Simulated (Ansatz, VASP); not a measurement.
## Pb2O: VASP beside Ansatz

The input INCAR:

```
PREC = Accurate ; ENCUT = 520
EDIFF = 1E-7 ; ISMEAR = 0
SIGMA = 0.05 ; LREAL = F
LASPH = T ; NELM = 150
ALGO = Normal ; ISIF = 2
LWAVE = F ; LCHARG = F
ISPIN = 2 ; MAGMOM = 0.2 0.2 0.2 0.2 0.2 0.2
LORBIT = 11 ; GGA = PE
NBANDS = 47
```

Contents of KPOINTS:

```
regular mesh
0
Gamma
  4 4 4
```

File POSCAR:

```
Pb2O
1.0
    5.3800003225      0.0000000000      0.0000000000
    0.0000000000      5.3800003225      0.0000000000
    0.0000000000      0.0000000000      5.3800003225
Pb O
4 2
Direct
    0.2500000000      0.2500000000      0.2500000000
    0.7500000000      0.7500000000      0.2500000000
    0.2500000000      0.7500000000      0.7500000000
    0.7500000000      0.2500000000      0.7500000000
    0.0000000000      0.0000000000      0.0000000000
    0.5000000000      0.5000000000      0.5000000000
```

Input for Ansatz:

```yaml
crystal:
  lattice:
    - [5.3800003225, 0.0, 0.0]
    - [0.0, 5.3800003225, 0.0]
    - [0.0, 0.0, 5.3800003225]
  atoms:
    - { symbol: Pb, position: [0.25, 0.25, 0.25], spin: 0.2 }
    - { symbol: Pb, position: [0.75, 0.75, 0.25], spin: 0.2 }
    - { symbol: Pb, position: [0.25, 0.75, 0.75], spin: 0.2 }
    - { symbol: Pb, position: [0.75, 0.25, 0.75], spin: 0.2 }
    - { symbol: O, position: [0.0, 0.0, 0.0], spin: 0.2 }
    - { symbol: O, position: [0.5, 0.5, 0.5], spin: 0.2 }
basis:
  ecutwfc: 420
  ecutrho_ratio: 4
kpoints:
  mp_grid: { grid: [4, 4, 4] }
hamiltonian:
  xc: pbe
scf:
  occupations: { method: gaussian, width: 0.05 }
output:
  forces: true
  stress: true
magnetization:
  spin_polarized: true
```

Alike in both runs: task single point; functional PBE; k mesh 4 × 4 × 4; occupations gaussian, width 0.05 eV; collinear spin.

|  | VASP | Ansatz |
| --- | --- | --- |
| version | VASP 6.6.1 | Ansatz 0.2.0 |
| potentials or method | VASP PAW PBE potentials, release 64 (Pb_d, O), cutoff 520 eV | scalar-relativistic, plane waves, PAW |
| valence electrons in the cell | 68 | 68 |

|  | VASP | Ansatz | Ansatz less VASP |
| --- | --- | --- | --- |
| pressure (GPa) | 2.7 | 2.7 | -0.01 |
| net moment per atom (μB) | 0.00 | 0.00 | 0.000 |

Ansatz's warnings: seeded moment not kept.

Spin-orbit coupling is off throughout.
